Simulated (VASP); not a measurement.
# Sb (Fm-3m) in VASP: further runs, part 3 of 3

VASP 6.6.1. Earlier steps stand in the parts before.

## (6) Electric field gradients, PBE (volume scaled by 0.99)

The input, INCAR:

```
SYSTEM = Sb
PREC = Accurate ; ENCUT = 520
EDIFF = 1E-8 ; ISMEAR = -1
SIGMA = 0.05 ; LREAL = .FALSE.
LASPH = .TRUE. ; NELM = 100
ALGO = Normal ; ISIF = 2
LWAVE = .FALSE. ; LCHARG = .FALSE.
GGA = PE ; LEFG = .TRUE.
NBANDS = 8
```

The input, KPOINTS:

```
regular mesh
0
G
  12 12 12
  0 0 0
```

The input, POSCAR:

```
Sb
1.0
    0.0000000000      2.2972909123      2.2972909123
    2.2972909123      0.0000000000      2.2972909123
    2.2972909123      2.2972909123      0.0000000000
Sb
1
Direct
    0.0000000000      0.0000000000      0.0000000000
```

Potentials or basis: VASP PAW PBE potentials, release 64 (Sb).

Launch:

```console
$ cat potpaw_PBE.64/Sb/POTCAR > POTCAR
$ mpirun -np 1 vasp_std > vasp.out
```

OUTCAR:

```text
SYSTEM = Sb
   PREC = Accurate
   ENCUT = 520
   EDIFF = 1E-8
   ISMEAR = -1
   LREAL = .FALSE.
   LASPH = .TRUE.
   NELM = 100
   ISIF = 2
   GGA = PE

 ion  position               nearest neighbor table
   1  0.000  0.000  0.000-

  LATTYP: Found a face centered cubic cell.
 ALAT       =     4.5945818246

  Lattice vectors:

 A1 = (   0.0000000000,   2.2972909123,   2.2972909123)
 A2 = (   2.2972909123,   0.0000000000,   2.2972909123)
 A3 = (   2.2972909123,   2.2972909123,   0.0000000000)

Analysis of symmetry for initial positions (statically):
=====================================================================
 Subroutine PRICEL returns:
 Original cell was already a primitive cell.

 Routine SETGRP: Setting up the symmetry group for a
 face centered cubic supercell.

 Subroutine GETGRP returns: Found 48 space group operations
 (whereof 48 operations were pure point group operations)
 out of a pool of 48 trial point group operations.

The static configuration has the point symmetry O_h .

Analysis of symmetry for dynamics (positions and initial velocities):
=====================================================================
 Subroutine PRICEL returns:
 Original cell was already a primitive cell.

 Routine SETGRP: Setting up the symmetry group for a
 face centered cubic supercell.

 Subroutine GETGRP returns: Found 48 space group operations
 (whereof 48 operations were pure point group operations)
 out of a pool of 48 trial point group operations.

The dynamic configuration has the point symmetry O_h .

 Subroutine INISYM returns: Found 48 space group operations
 (whereof 48 operations are pure point group operations),
 and found     1 'primitive' translations
[... 144 lines left out ...]
 fundamental gap:      0.1148040653
 Fermi energy:        10.0276890451

 k-point     1 :       0.0000    0.0000    0.0000
  band No.  band energies     occupation
      1      -3.8374      2.00000
      2      16.0883      0.00000
      3      16.0883      0.00000
      4      16.0883      0.00000
      5      20.1740      0.00000
      6      20.2648      0.00000
      7      20.2648      0.00000
      8      20.2648      0.00000
[... 243 lines left out ...]
 k-point    24 :      -0.4167    0.1667    0.0000
  band No.  band energies     occupation
      1       0.8991      2.00000
      2       4.1436      2.00000
      3      10.5613      0.00005
      4      13.1572      0.00000
      5      16.8383      0.00000
      6      21.0386      0.00000
      7      21.4030      0.00000
      8      24.4402      0.00000

 [... further k-points ...]
[... 5 lines left out ...]
  --------------------------------------------------------------------------------------
  -------------------------------------------------------------------------------------
  Total        1.4423994      1.4423994      1.4423994      0.0000000      0.0000000      0.0000000
  in kB       95.3055401     95.3055401     95.3055401      0.0000000      0.0000000      0.0000000
  external PRESSURE =      95.3055401 kB  Pullay stress =       0.0000000 kB

 VOLUME and BASIS-vectors are now :
 -----------------------------------------------------------------------------
  energy-cutoff  :      520.00
  volume of cell :       24.25
      direct lattice vectors                 reciprocal lattice vectors
     0.000000000  2.297290912  2.297290912    -0.217647664  0.217647664  0.217647664
     2.297290912  0.000000000  2.297290912     0.217647664 -0.217647664  0.217647664
     2.297290912  2.297290912  0.000000000     0.217647664  0.217647664 -0.217647664

 POSITION                                       TOTAL-FORCE (eV/Angst)
 -----------------------------------------------------------------------------------
      0.00000      0.00000      0.00000         0.000000      0.000000      0.000000
 -----------------------------------------------------------------------------------
    total drift:                                0.000000     -0.000000      0.000000

  FREE ENERGIE OF THE ION-ELECTRON SYSTEM (eV)
  ---------------------------------------------------
  free  energy   TOTEN  =        -3.7363141761 eV

  energy  without entropy=       -3.7302742538  energy(sigma->0) =       -3.73329421

 Electric field gradients (V/A^2)
---------------------------------------------------------------------
 ion       V_xx      V_yy      V_zz      V_xy      V_xz      V_yz
---------------------------------------------------------------------
   1      -0.000     0.000     0.000     0.000     0.000     0.000
---------------------------------------------------------------------

 Electric field gradients after diagonalization (V/A^2)
 (convention: |V_zz| > |V_xx| > |V_yy|)
----------------------------------------------------------------------
 ion       V_xx      V_yy      V_zz     asymmetry (V_yy - V_xx)/ V_zz
----------------------------------------------------------------------
   1      -0.000    -0.000     0.000       0.000
----------------------------------------------------------------------

           NMR quadrupolar parameters

 Cq : quadrupolar parameter    Cq=e*Q*V_zz/h
 eta: asymmetry parameters     (V_yy - V_xx)/ V_zz
 Q  : nuclear electric quadrupole moment in mb (millibarn)
----------------------------------------------------------------------
 ion       Cq(MHz)       eta       Q (mb)
----------------------------------------------------------------------
   1       0.000       0.000       1.000
----------------------------------------------------------------------
```

OSZICAR:

```text
N       E                     dE             d eps       ncg     rms          rms(c)
DAV:   1     0.560551689674E+01    0.56055E+01   -0.17586E+03  1176   0.420E+02
DAV:   2    -0.364941010106E+01   -0.92549E+01   -0.89668E+01  1648   0.557E+01
DAV:   3    -0.374144841249E+01   -0.92038E-01   -0.88631E-01  1448   0.604E+00
DAV:   4    -0.374170236100E+01   -0.25395E-03   -0.25394E-03  1720   0.399E-01
DAV:   5    -0.374170265864E+01   -0.29765E-06   -0.29756E-06  1480   0.945E-03    0.207E+00
DAV:   6    -0.373831415369E+01    0.33885E-02   -0.10977E-03  1568   0.182E-01    0.120E+00
DAV:   7    -0.373631386991E+01    0.20003E-02   -0.24713E-03  1312   0.272E-01    0.432E-02
DAV:   8    -0.373631449573E+01   -0.62582E-06   -0.31871E-05  1728   0.451E-02    0.727E-03
DAV:   9    -0.373631454672E+01   -0.50989E-07   -0.52030E-07  1576   0.561E-03    0.124E-03
DAV:  10    -0.373631434640E+01    0.20032E-06   -0.18837E-08  1632   0.847E-04    0.124E-03
DAV:  11    -0.373631412913E+01    0.21727E-06   -0.96759E-10  1272   0.274E-04    0.202E-04
DAV:  12    -0.373631416756E+01   -0.38430E-07   -0.57953E-11   880   0.497E-05    0.411E-05
DAV:  13    -0.373631417614E+01   -0.85842E-08   -0.36311E-12   720   0.148E-05
   1 F= -.37363142E+01 E0= -.37332942E+01  d E =-.603992E-02
```

stdout:

```text
POSCAR found type information on POSCAR Sb
 POSCAR found :  1 types and       1 ions
 scaLAPACK will be used
 LDA part: xc-table for (Slater+PW92), standard interpolation
 POSCAR, INCAR and KPOINTS ok, starting setup
 FFT: planning ... GRIDC
 FFT: planning ... GRID_SOFT
 FFT: planning ... GRID
 WAVECAR not read
 entering main loop
ion   1
```

Wall time 9.9 s (1 thread of Intel Xeon Platinum 8488C (Sapphire Rapids), shared host); peak memory 0.14 GiB.

What came out:

| Item | Value |
| --- | --- |
| Free energy | -3.7363 eV |
| Pressure | 9.5 GPa |

Caveat: without QUAD_EFG the Cq values of the log hold for a quadrupole moment of 1 mb, not for the nuclei; spin-orbit coupling is left out, which moves the levels of the heavy elements.

## (7) Summary

| cell | gap on the mesh (eV) | pressure (GPa) |
| --- | --- | --- |
| a = 3.205 Å, angles 60.0°, 1 atom | none | 14.0 |
| a = 3.238 Å, angles 60.0°, 1 atom | none | 10.5 |
| a = 3.232 Å, angles 60.0°, 1 atom | none | 11.1 |
| a = 3.216 Å, angles 60.0°, 1 atom | none | 12.8 |
| a = 3.249 Å, angles 60.0°, 1 atom | none | 9.5 |

Alike in all rows: task electric field gradients; level PBE; potentials or basis VASP PAW PBE potentials, release 64 (Sb); no spin polarisation; k mesh 12 × 12 × 12; cutoff (eV) 520; smearing fermi-dirac 0.05 eV.

Caveats: spin-orbit coupling is left out, which moves the levels of the heavy elements.

Absolute energies hang on the potentials; compare differences alone.
